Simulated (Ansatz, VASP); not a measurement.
**Pd in VASP and in Ansatz**

```xyz
1
Lattice="0.0000 1.9202 1.9202 1.9202 0.0000 1.9202 1.9202 1.9202 0.0000" Properties=species:S:1:pos:R:3 pbc="T T T"
Pd    0.0000    0.0000    0.0000
```

Alike in both runs: task single point; functional LDA; k mesh 12 × 12 × 12; occupations fermi-dirac, width 0.05 eV; no spin polarisation.

|  | VASP | Ansatz |
| --- | --- | --- |
| version | VASP 6.6.1 | Ansatz 0.2.0 |
| potentials or method | VASP PAW LDA potentials, release 64 (Pd) | JTH PAW LDA |
| plane-wave cutoff (eV) | 520 | 1080 |
| valence electrons in the cell | 10 | 18 |

Ansatz gave:

```
gap on the k mesh at the Fermi level (eV) : none
pressure (GPa)                            : 0.9
```

Question: What did VASP give for the same quantities?

Answer: gap on the k mesh at the Fermi level (eV): none; pressure (GPa): -0.2.

LDA's correlation is that of Perdew and Zunger in VASP and of Perdew and Wang (1992) in Ansatz. A gap of «none» marks a metal or a gap that the smearing closes. VASP's potentials hold 10 valence electrons a cell and Ansatz's 18, so a difference there can come from the potentials and not from the codes.
